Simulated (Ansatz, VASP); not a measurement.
Two plane-wave programs on Ti3B

```
CELL_PARAMETERS angstrom
-1.82815 1.82815 4.10108
1.82815 -1.82815 4.10108
1.82815 1.82815 -4.10108
ATOMIC_POSITIONS crystal
Ti 0.50000 0.50000 0.00000
Ti 0.25000 0.75000 0.50000
Ti 0.75000 0.25000 0.50000
B 0.00000 0.00000 0.00000
```

Alike in both runs: functional PBE; k mesh 6 × 6 × 6; occupations gaussian, width 0.1 eV; no spin polarisation.

Ansatz relaxed the structure, and its values are those at the end. VASP's run is a single point on that final structure, the one shown.

|  | VASP | Ansatz |
| --- | --- | --- |
| version | VASP 6.6.1 | Ansatz 0.2.0 |
| potentials or method | VASP PAW PBE potentials, release 64 (Ti_sv, B), cutoff 520 eV | scalar-relativistic, plane waves, PAW |
| valence electrons in the cell | 39 | 39 |

Ansatz gave:

| Item | Value |
| --- | --- |
| gap on the k mesh at the Fermi level (eV) | none |
| pressure (GPa) | 0.0 |

Task: Estimate VASP's values.

Result: gap on the k mesh at the Fermi level (eV): none; pressure (GPa): -0.2.

A gap of «none» marks a metal or a gap that the smearing closes.

The k mesh is coarse, so the values compare programs but aren't converged.
